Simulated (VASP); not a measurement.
# NaH12BrO6 in VASP: a series of runs

NaH12BrO6 is run at these levels: PBE+D3(BJ); tasks: single point, molecular dynamics.

Everything below comes from runs of VASP 6.6.1. Logs are shortened: lines on timing, memory, paths and dates and some standing lists are left out, and cuts for length are marked.

### 1 The cell of the first run

The cell holds a disordered packing, 20 atoms: a = 6.628 Å, b = 6.628 Å, c = 6.628 Å, α = 90.00°, β = 90.00°, γ = 90.00°.

### 2 Single point, PBE+D3(BJ)

Input file INCAR:

```
SYSTEM = NaH12BrO6
PREC = Accurate
ENCUT = 520
EDIFF = 1E-6
ISMEAR = -1
SIGMA = 0.05
LREAL = Auto
LASPH = .TRUE.
NELM = 100
ALGO = Normal
ISIF = 2
LWAVE = .FALSE.
LCHARG = .TRUE.
GGA = PE
IVDW = 12
LELF = .TRUE.
LVHAR = .TRUE.
NBANDS = 47
```

Input file KPOINTS:

```
regular mesh
0
G
  1 1 1
  0 0 0
```

Input file POSCAR:

```
NaH12BrO6
1.0
    6.6282230000      0.0000000000      0.0000000000
    0.0000000000      6.6282230000      0.0000000000
    0.0000000000      0.0000000000      6.6282230000
O H Na Br
6 12 1 1
Direct
    0.5488577839      0.3060748429      0.0133285033
    0.0354699043      0.3079898164      0.8724318558
    0.6030701163      0.7848506928      0.5803758939
    0.3025045935      0.1004008742      0.4676830071
    0.9576340457      0.7396492957      0.3095435450
    0.2163293489      0.9481507122      0.9773874956
    0.6195332255      0.4159512000     -0.0539964757
    0.6286885422      0.2882315063      0.1384085093
    0.1042276249      0.4370733108      0.8623817336
   -0.0409225878      0.2991725819      0.7435212283
    0.4944064178      0.7902585398      0.4819676111
    0.7268701828      0.7739458721      0.4984085120
    0.3910601583      0.2021419193      0.4074504585
    0.1647644954      0.1508236281      0.4474525854
    0.9364599111      0.5926846071      0.3069140921
    0.9299554763      0.7846519550      0.1720892668
    0.1484803090      1.0810129582      0.9597146315
    0.2248280981      0.9304087786      1.1231640323
    0.4912669833      1.0536748851      0.7716343368
    0.7995456705      0.2942664235      0.4424042773
```

Potentials or basis: VASP PAW PBE potentials, release 64 (O, H, Na_pv, Br).

The run is started by

```sh
$ cat potpaw_PBE.64/O/POTCAR potpaw_PBE.64/H/POTCAR potpaw_PBE.64/Na_pv/POTCAR potpaw_PBE.64/Br/POTCAR > POTCAR
$ mpirun -np 1 vasp_gam > vasp.out
```

OUTCAR:

```text
SYSTEM = NaH12BrO6
   PREC = Accurate
   ENCUT = 520
   EDIFF = 1E-6
   ISMEAR = -1
   LREAL = Auto
   LASPH = .TRUE.
   NELM = 100
   ISIF = 2
   GGA = PE
   IVDW = 12
 IVDW          = 12

 ion  position               nearest neighbor table
   1  0.549  0.306  0.013-   7 0.97   8 0.99  19 2.35
   2  0.035  0.308  0.872-   9 0.97  10 0.99
   3  0.603  0.785  0.580-  11 0.97  12 0.99  19 2.31
   4  0.303  0.100  0.468-  13 0.98  14 0.98
   5  0.958  0.740  0.310-  16 0.98  15 0.98
   6  0.216  0.948  0.977-  18 0.97  17 1.00
   7  0.620  0.416  0.946-   1 0.97
   8  0.629  0.288  0.138-   1 0.99
   9  0.104  0.437  0.862-   2 0.97
  10  0.959  0.299  0.744-   2 0.99
  11  0.494  0.790  0.482-   3 0.97
  12  0.727  0.774  0.498-   3 0.99
  13  0.391  0.202  0.407-   4 0.98
  14  0.165  0.151  0.447-   4 0.98
  15  0.936  0.593  0.307-   5 0.98
  16  0.930  0.785  0.172-   5 0.98
  17  0.148  0.081  0.960-   6 1.00
  18  0.225  0.930  0.123-   6 0.97
  19  0.491  0.054  0.772-   3 2.31   1 2.35
  20  0.800  0.294  0.442-

  LATTYP: Found a simple cubic cell.
 ALAT       =     6.6282230000

  Lattice vectors:

 A1 = (   6.6282230000,   0.0000000000,   0.0000000000)
 A2 = (   0.0000000000,   6.6282230000,   0.0000000000)
 A3 = (   0.0000000000,   0.0000000000,   6.6282230000)

Analysis of symmetry for initial positions (statically):
=====================================================================
 Subroutine PRICEL returns:
 Original cell was already a primitive cell.

 Routine SETGRP: Setting up the symmetry group for a
 simple cubic supercell.

 Subroutine GETGRP returns: Found  1 space group operations
 (whereof  1 operations were pure point group operations)
 out of a pool of 48 trial point group operations.

The static configuration has the point symmetry C_1 .

Analysis of symmetry for dynamics (positions and initial velocities):
=====================================================================
 Subroutine PRICEL returns:
 Original cell was already a primitive cell.

 Routine SETGRP: Setting up the symmetry group for a
 simple cubic supercell.

 Subroutine GETGRP returns: Found  1 space group operations
 (whereof  1 operations were pure point group operations)
 out of a pool of 48 trial point group operations.

The dynamic configuration has the point symmetry C_1 .

 Subroutine INISYM returns: Found  1 space group operations
 (whereof  1 operations are pure point group operations),
 and found     1 'primitive' translations

----------------------------------------------------------------------------------------

                                     Primitive cell

  volume of cell :     291.2000

  direct lattice vectors                    reciprocal lattice vectors
     6.628223000  0.000000000  0.000000000     0.150869999  0.000000000  0.000000000
     0.000000000  6.628223000  0.000000000     0.000000000  0.150869999  0.000000000
     0.000000000  0.000000000  6.628223000     0.000000000  0.000000000  0.150869999

  length of vectors
     6.628223000  6.628223000  6.628223000     0.150869999  0.150869999  0.150869999

  position of ions in fractional coordinates (direct lattice)
     0.548857784  0.306074843  0.013328503
     0.035469904  0.307989816  0.872431856
     0.603070116  0.784850693  0.580375894
     0.302504593  0.100400874  0.467683007
     0.957634046  0.739649296  0.309543545
     0.216329349  0.948150712  0.977387496
[... 12 lines left out ...]
     0.491266983  0.053674885  0.771634337
     0.799545671  0.294266423  0.442404277

  ion indices of the primitive-cell ions
   primitive index   ion index
                 1           1
                 2           2
                 3           3
                 4           4
                 5           5
                 6           6
[... 12 lines left out ...]
                19          19
                20          20

----------------------------------------------------------------------------------------

 KPOINTS: regular mesh

Automatic generation of k-mesh.
 Grid dimensions read from file:
 generate k-points for:    1    1    1

 Generating k-lattice:

  Cartesian coordinates                     Fractional coordinates (reciprocal lattice)
     0.150869999  0.000000000  0.000000000     1.000000000  0.000000000  0.000000000
     0.000000000  0.150869999  0.000000000     0.000000000  1.000000000  0.000000000
     0.000000000  0.000000000  0.150869999     0.000000000  0.000000000  1.000000000

  Length of vectors
     0.150869999  0.150869999  0.150869999

  Shift w.r.t. Gamma in fractional coordinates (k-lattice)
     0.000000000  0.000000000  0.000000000

 Subroutine IBZKPT returns following result:
 ===========================================

 Found      1 irreducible k-points:

 Following reciprocal coordinates:
            Coordinates               Weight
  0.000000  0.000000  0.000000      1.000000
   k-points           NKPTS =      1   k-points in BZ     NKDIM =      1   number of bands    NBANDS=     47
   number of dos      NEDOS =    301   number of ions     NIONS =     20
   total plane-waves  NPLWV = 125000
   dimension x,y,z NGX =    50 NGY =   50 NGZ =   50
   dimension x,y,z NGXF=   100 NGYF=  100 NGZF=  100
   ions per type =               6  12   1   1
   NGX,Y,Z   is equivalent  to a cutoff of  12.54, 12.54, 12.54 a.u.
   NGXF,Y,Z  is equivalent  to a cutoff of  25.08, 25.08, 25.08 a.u.
 SYSTEM =  NaH12BrO6
   PREC   = accura    normal or accurate (medium, high low for compatibility)
   ISTART =      0    job   : 0-new  1-cont  2-samecut
   ICHARG =      2    charge: 1-file 2-atom 10-const
   ISPIN  =      1    spin polarized calculation?
   LNONCOLLINEAR =      F non collinear calculations
   LSORBIT =      F    spin-orbit coupling
   LASPH  =      T    aspherical Exc in radial PAW
   ENCUT  =  520.0 eV  38.22 Ry    6.18 a.u.  12.32 12.32 12.32*2*pi/ulx,y,z
   NELM   =    100;   NELMIN=  2; NELMDL= -5     # of ELM steps
   EDIFF  = 0.1E-05   stopping-criterion for ELM
   LREAL  =      T    real-space projection
   EDIFFG = 0.1E-04   stopping-criterion for IOM
   NSW    =      0    number of steps for IOM
[... 5 lines left out ...]
   TEBEG  =    0.0;   TEEND  =   0.0 temperature during run
   PSTRESS=    0.0 pullay stress
   NELECT =      62.0000    total number of electrons
   NUPDOWN=      -1.0000    fix difference up-down
   EMIN   =  10.00;   EMAX   =-10.00  energy-range for DOS
   EFERMI =   0.00;   METHOD = LEGACY
   ISMEAR =    -1;   SIGMA  =   0.05  broadening in eV -4-tet -1-fermi 0-gaus
   EFERMI_NEDOS =   21; number of points for ismear=-14 and -15
   IALGO  =     38    algorithm
   IMIX   =      4    mixing-type and parameters
     AMIX     =   0.40;   BMIX     =  1.00
     AMIX_MAG =   1.60;   BMIX_MAG =  1.00
  volume/ion in A,a.u.               =      14.56        98.26
  Fermi-wavevector in a.u.,A,eV,Ry     =   0.977556  1.847313 13.001940  0.955616
  Thomas-Fermi vector in A             =   2.108263
   LORBIT       =      0    0 simple, 1 ext, 2 COOP (PROOUT), +10 PAW based schemes
   GGA     = PE    functional components
   LHFCALC =     F    Hartree Fock is set to
   AEXX    =    0.0000 exact exchange contribution
   IVDW    =    12    specifies the selected vdW correction
   LEPSILON=     F    determine dielectric tensor
   LRPA    =     F    only Hartree local field effects (RPA)
 non-spin polarized calculation
  energy-cutoff  :      520.00
  volume of cell :      291.20
 maximum number of plane-waves:      3905
 NGX is ok and might be reduce to    50
   NGX = 25   NGY = 25   NGZ = 25

 number of electron      61.9999997 magnetization

 Free energy of the ion-electron system (eV)
  ---------------------------------------------------
  ext. energy  EPLUGINS =         0.00000000
  ---------------------------------------------------
  free energy    TOTEN  =       -93.22275691 eV

  energy without entropy =      -93.22275691  energy(sigma->0) =      -93.22275691

 E-fermi :  -1.6759     XC(G=0):  -6.1813

 val. band max:       -2.9632952934   @ k =   0.0000   0.0000   0.0000
 cond. band min:       0.5097911652   @ k =   0.0000   0.0000   0.0000
 fundamental gap:      3.4730864586
 Fermi energy:        -1.6758654009

 k-point     1 :       0.0000    0.0000    0.0000
  band No.  band energies     occupation
      1     -24.3528      2.00000
      2     -24.3292      2.00000
      3     -24.2994      2.00000
      4     -22.5971      2.00000
      5     -22.4931      2.00000
      6     -22.4351      2.00000
[... 35 lines left out ...]
     42       5.8841      0.00000
     43       6.4772      0.00000
 [bands above 43 left out]

------------------------ aborting loop because EDIFF is reached ----------------------------------------

 Edisp (eV)   -0.78429

 E8    (eV) :    -0.2142

  FORCE on cell =-STRESS in cart. coord.  units (eV):
  Direction    XX          YY          ZZ          XY          YZ          ZX
  --------------------------------------------------------------------------------------
  -------------------------------------------------------------------------------------
  Total      -0.77933    -0.10881    -1.49638     0.09232     0.21630     0.04584
  in kB      -4.28789    -0.59867    -8.23304     0.50795     1.19010     0.25222
  external pressure =       -4.37 kB  Pullay stress =        0.00 kB

 VOLUME and BASIS-vectors are now :
 -----------------------------------------------------------------------------
  energy-cutoff  :      520.00
  volume of cell :      291.20
      direct lattice vectors                 reciprocal lattice vectors
     6.628223000  0.000000000  0.000000000     0.150869999  0.000000000  0.000000000
     0.000000000  6.628223000  0.000000000     0.000000000  0.150869999  0.000000000
     0.000000000  0.000000000  6.628223000     0.000000000  0.000000000  0.150869999

 POSITION                                       TOTAL-FORCE (eV/Angst)
 -----------------------------------------------------------------------------------
      3.63795      2.02873      0.08834         0.128559      0.063253      0.008893
      0.23510      2.04143      5.78267        -0.149873      0.086196     -0.237046
      3.99728      5.20217      3.84686         0.060321     -0.004572      0.125291
      2.00507      0.66548      3.09991        -0.039669      0.116475     -0.174251
      6.34741      4.90256      2.05172        -0.070643      0.038441     -0.184436
      1.43388      6.28455      6.47834        -0.110110      0.121983      0.130318
[... 12 lines left out ...]
      3.25623      0.35577      5.11456        -0.052467     -0.006216      0.002475
      5.29957      1.95046      2.93235         0.011315     -0.038842      0.017331
 -----------------------------------------------------------------------------------
    total drift:                               -0.000097     -0.018719      0.004452

  FREE ENERGIE OF THE ION-ELECTRON SYSTEM (eV)
  ---------------------------------------------------
  free  energy   TOTEN  =       -94.0070465436 eV

  energy  without entropy=      -94.0070465436  energy(sigma->0) =      -94.00704654
```

It took 30 s on 1 thread of AMD EPYC 7R13 (Zen 3), shared host; peak memory 0.3 GiB.

What came out:

| Item | Value |
| --- | --- |
| Free energy | -94.0070 eV |
| Pressure | -0.4 GPa |
| Largest force | 0.293 eV/Å |
| Dispersion energy per atom | -0.039 eV |

Forces on the atoms (eV/Å):
```
O    0.129  0.063  0.009
O   -0.150  0.086 -0.237
O    0.060 -0.005  0.125
O   -0.040  0.116 -0.174
O   -0.071  0.038 -0.184
O   -0.110  0.122  0.130
H   -0.035  0.027 -0.068
H   -0.026 -0.025 -0.014
H    0.126 -0.023  0.115
H    0.089 -0.037  0.101
H   -0.062  0.009 -0.025
H    0.026  0.016 -0.013
H   -0.033 -0.092 -0.019
H    0.014 -0.097  0.082
H   -0.020 -0.086  0.119
H    0.086  0.016  0.108
H    0.003 -0.069 -0.087
H    0.057 -0.016  0.012
Na  -0.052 -0.006  0.002
Br   0.011 -0.039  0.017
```

Caveat: the k points lie up to 0.95 Å⁻¹ apart.

### 3 Single point, PBE+D3(BJ)

Input file INCAR:

```
PREC = Accurate
ENCUT = 520
EDIFF = 1E-7
ISMEAR = -1
SIGMA = 0.05
LREAL = Auto
LASPH = True
NELM = 80
ALGO = Normal
ISIF = 2
LWAVE = False
LCHARG = True
GGA = PE
IVDW = 12
LELF = True
LVHAR = True
NBANDS = 47
```

Input file KPOINTS:

```
regular mesh
0
Gamma
  1 1 1
```

Input file POSCAR:

```
NaH12BrO6
1.0
    6.6282230000      0.0000000000      0.0000000000
    0.0000000000      6.6282230000      0.0000000000
    0.0000000000      0.0000000000      6.6282230000
O H Na Br
6 12 1 1
Direct
    0.5199583659      0.3118030277     -0.0471468748
    0.1091544446      0.3481777846      0.8659485355
    0.7363210320      0.8782142665      0.6623645583
    0.2505950690      0.0330707039      0.3991567574
    0.9575266252      0.6741173313      0.1541589654
    0.2408036060      0.9489119482      0.9470109862
    0.6396284494      0.2423273930     -0.0103195080
    0.4950799030      0.3639587865      0.0893753876
    0.2300918361      0.3960940964      0.7890350098
    0.0232792409      0.4628389841      0.8933314404
    0.7998976498      0.7493260260      0.6773610363
    0.8286232977      0.9462113752      0.5759914837
    0.1345006045      0.0964662776      0.4254383113
    0.2675377699     -0.0031079220      0.2682317719
    1.0489991058      0.5840932027      0.2307104031
    0.8450379536      0.6165604265      0.2445150080
    0.1870938862      1.0862489086      0.9615095931
    0.1444580244      0.8443288646      0.9871574930
    0.4550993532      1.0349078479      0.6975776162
    0.7988717338      0.3024189138      0.4387752192
```

Potentials or basis: VASP PAW PBE potentials, release 64 (O, H, Na_pv, Br).

The run is started by

```sh
$ cat potpaw_PBE.64/O/POTCAR potpaw_PBE.64/H/POTCAR potpaw_PBE.64/Na_pv/POTCAR potpaw_PBE.64/Br/POTCAR > POTCAR
$ mpirun -np 1 vasp_gam > vasp.out
```

Wall time 30 s (1 thread of AMD EPYC 7R13 (Zen 3), shared host); peak memory 0.3 GiB.

The run converged. Its results:

```
Free energy                : -92.7659 eV
Pressure                   : 1.4 GPa
Largest force              : 5.994 eV/Å
Dispersion energy per atom : -0.039 eV
```

Forces in eV/Å, atoms in the order of the input:
```
O   -0.671  0.591  0.533
O    1.332 -0.215 -0.718
O   -0.286 -0.681  0.686
O    4.557 -1.489  3.598
O   -0.631 -1.400  1.699
O    0.511 -0.385  0.150
H    1.596 -0.853 -0.140
H   -0.567  0.145 -0.293
H   -1.203 -0.125  0.817
H   -0.154  0.320  0.130
H   -0.081 -0.944  0.312
H    0.632  1.264 -0.925
H   -4.762  2.520  0.378
H    0.168 -0.855 -3.811
H    0.642  0.355 -0.662
H    0.121  0.816 -1.240
H   -0.644 -0.153  0.032
H   -0.345  0.611  0.097
Na  -0.218  0.257 -0.333
Br   0.002  0.219 -0.310
```

Stress tensor (GPa, compression positive):
```
 3.13 -2.13 -0.27
-2.13  0.61  0.74
-0.27  0.74  0.53
```

Levels at points of the mesh, in eV from the Fermi level:
| k point | band 27 | band 28 | band 29 | band 30 | band 31 | band 32 | band 33 | band 34 | band 35 | band 36 |
| --- | --- | --- | --- | --- | --- | --- | --- | --- | --- | --- |
| (0.00, 0.00, 0.00) | -3.14 | -2.82 | -1.53 | -1.41 | -1.20 | 1.89 | 4.68 | 5.02 | 5.16 | 5.81 |

Caveat: the k points lie up to 0.95 Å⁻¹ apart; the atoms stand as in a frame of molecular dynamics.

### 4 Single point, PBE+D3(BJ)

Input file INCAR:

```
SYSTEM = NaH12BrO6
PREC     = Accurate       ! precision mode
ENCUT    = 520            ! plane-wave cutoff, eV
EDIFF    = 1E-6           ! SCF threshold, eV
ISMEAR   = -1             ! smearing method
SIGMA    = 0.05           ! smearing width, eV
LREAL    = Auto         
LASPH    = .TRUE.         ! aspherical terms in the spheres
NELM     = 60             ! most SCF steps
ALGO     = Normal         ! electronic algorithm
ISIF     = 2              ! what is computed and relaxed
LWAVE    = .FALSE.        ! write WAVECAR
LCHARG   = .FALSE.        ! write CHGCAR
GGA      = PE             ! functional
IVDW     = 12             ! dispersion correction
NBANDS   = 47             ! bands
```

Input file KPOINTS:

```
Automatic mesh
0
G
  1 1 1
  0 0 0
```

Input file POSCAR:

```
NaH12BrO6
1.0
    6.6282230000      0.0000000000      0.0000000000
    0.0000000000      6.6282230000      0.0000000000
    0.0000000000      0.0000000000      6.6282230000
O H Na Br
6 12 1 1
Direct
    0.5210446299      0.2834847289     -0.0387735898
    0.1283903695      0.3279310307      0.8312936967
    0.7995204748      0.7765882349      0.6582156334
    0.2672963779      0.0789502707      0.4021288964
    0.9283031063      0.6175712555      0.0835819797
    0.1908354622      0.9564705352      0.9227661773
    0.5184044049      0.3804337905     -0.1511566524
    0.5882723016      0.3379035376      0.0732624717
    0.1897039372      0.3422636806      0.9584771062
    0.0011315250      0.3945250484      0.8322441777
    0.8311880877      0.6478508644      0.6012471216
    0.9351827782      0.8400441566      0.6742380273
    0.1888138042      0.1835031803      0.4586598852
    0.2833791199      0.0730210797      0.2509420700
    0.8145320397      0.5209239339      0.0724025127
    0.9525630022      0.6227913575      0.2325359301
    0.1095014456      1.0752052247      0.8847016765
    0.1203640855      0.8340244437      0.9732774531
    0.4790273351      0.9979446980      0.6730159803
    0.7891858798      0.3454319506      0.4737468851
```

The run is started by

```sh
$ cat potpaw_PBE.64/O/POTCAR potpaw_PBE.64/H/POTCAR potpaw_PBE.64/Na_pv/POTCAR potpaw_PBE.64/Br/POTCAR > POTCAR
$ mpirun -np 1 vasp_gam > vasp.out
```

Wall time 25 s (1 thread of AMD EPYC 7R13 (Zen 3), shared host); peak memory 0.3 GiB.

It converged, with:

```
Free energy                : -92.9850 eV
Pressure                   : -0.1 GPa
Largest force              : 3.034 eV/Å
Dispersion energy per atom : -0.040 eV
```

Forces in eV/Å, atoms in the order of the input:
```
O   -1.129 -0.751 -1.985
O    0.143 -0.984 -1.917
O    0.748  2.140  0.847
O    1.785 -2.084 -1.296
O   -0.070 -0.112  0.866
O    0.738 -1.367  0.224
H    0.289 -0.070  0.504
H    0.922  0.738  1.635
H    0.734  0.540  1.599
H   -0.784  0.594 -0.057
H   -0.129 -1.457 -0.640
H   -1.084 -0.220 -0.002
H   -1.300  1.414 -0.309
H   -0.656  0.600  1.607
H    0.720  0.713  0.272
H   -0.396 -0.318 -0.961
H   -0.364 -0.197  0.153
H   -0.326  1.070 -0.394
Na   0.308 -0.043  0.099
Br  -0.151 -0.205 -0.246
```

Stress tensor (GPa, compression positive):
```
-0.31 -1.03  1.05
-1.03  1.40  0.92
 1.05  0.92 -1.32
```

Levels at points of the mesh, in eV from the Fermi level:
| k point | band 28 | band 29 | band 30 | band 31 | band 32 | band 33 | band 34 | band 35 |
| --- | --- | --- | --- | --- | --- | --- | --- | --- |
| (0.00, 0.00, 0.00) | -2.55 | -1.43 | -1.42 | -1.25 | 1.98 | 4.57 | 5.26 | 5.58 |

Caveat: the k points lie up to 0.95 Å⁻¹ apart; the atoms stand as in a frame of molecular dynamics.

[end of part 1 of 2]
